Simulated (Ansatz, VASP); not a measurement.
## Sc: VASP beside Ansatz

Contents of INCAR:

```
SYSTEM = Sc
  PREC = Accurate
  ENCUT = 520
  EDIFF = 1E-6
  ISMEAR = -1
  SIGMA = 0.03
  LREAL = .False.
  LASPH = .True.
  NELM = 100
  ALGO = Normal
  ISIF = 2
  LWAVE = .False.
  LCHARG = .False.
  GGA = PE
  NBANDS = 12
```

The input KPOINTS:

```
Automatic mesh
0
Gamma
  15 15 15
  0 0 0
```

POSCAR

```
Sc
1.0
    0.0000000000      2.2514192660      2.2514192660
    2.2514192660      0.0000000000      2.2514192660
    2.2514192660      2.2514192660      0.0000000000
Sc
1
Direct
    0.0000000000      0.0000000000      0.0000000000
```

Input for Ansatz:

```yaml
crystal:
  lattice:
    - [0.0, 2.251419266, 2.251419266]
    - [2.251419266, 0.0, 2.251419266]
    - [2.251419266, 2.251419266, 0.0]
  atoms:
    - { symbol: Sc, position: [0.0, 0.0, 0.0] }
kpoints:
  mp_grid: { grid: [15, 15, 15] }
scf:
  occupations: { method: fermi_dirac, width: 0.03 }
hamiltonian:
  xc: pbe
  pseudopotentials: { kind: all_electron, lapw: { basis_error: 0.001 } }
output:
  forces: true
  stress: true
  eigenvalues: true
```

Change from the starting cell: volume scaled by 0.975.

Alike in both runs: task single point; functional PBE; k mesh 15 × 15 × 15; occupations fermi-dirac, width 0.03 eV; no spin polarisation.

|  | VASP | Ansatz |
| --- | --- | --- |
| version | VASP 6.6.1 | Ansatz 0.2.0 |
| potentials or method | VASP PAW PBE potentials, release 64 (Sc_sv), cutoff 520 eV | all-electron LAPW, scalar-relativistic |

VASP gave:

| Quantity | Value |
| --- | --- |
| pressure (GPa) | 4.5 |

Task: Estimate Ansatz's values.

Result: Pressure (GPa): 4.4.

Ansatz ran all-electron here, and VASP with PAW potentials.
